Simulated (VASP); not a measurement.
A run of VASP 6.6.1:

The input POSCAR:

```
SnO
1.0
    3.1034067828      0.0000000000      0.0000000000
    0.0000000000      3.1034067828      0.0000000000
    0.0000000000      0.0000000000      3.0059598098
Sn O
1 1
Direct
    0.0000000000      0.0000000000      0.0000000000
    0.5000000000      0.5000000000      0.5000000000
```

INCAR.step1

```
ALGO = Normal ; EDIFF = 1E-4
ENCUT = 520 ; GGA = PE
ISMEAR = -1 ; LASPH = T
LCHARG = F ; LREAL = F
LWAVE = T ; NBANDS = 17
NELM = 60 ; PREC = Accurate
SIGMA = 0.02
```

File INCAR.step2:

```
ALGO = Normal ; EDIFF = 1E-6
ENCUT = 520 ; ISIF = 2
ISMEAR = -1 ; ISTART = 1
LASPH = T ; LCHARG = F
LMIXTAU = T ; LREAL = F
LWAVE = F ; METAGGA = R2SCAN
NBANDS = 17 ; NELM = 60
PREC = Accurate ; SIGMA = 0.02
```

KPOINTS

```
k-points
0
Gamma
  8 8 8
```

Potentials or basis: VASP PAW PBE potentials, release 64 (Sn_d, O).

Run with:

```console
$ cat potpaw_PBE.64/Sn_d/POTCAR potpaw_PBE.64/O/POTCAR > POTCAR
$ cp INCAR.step1 INCAR
$ mpirun -np 1 vasp_std > vasp.out
$ cp INCAR.step2 INCAR
$ mpirun -np 1 vasp_std > vasp.out
```

Hardware: 1 thread of Intel Xeon 6975P-C (shared host).

Question: Estimate the wall time of this run.

Answer: It took 2.6 min on 1 thread of Intel Xeon 6975P-C, with other jobs on the host, peak memory 0.17 GiB. Counts: k points 75.
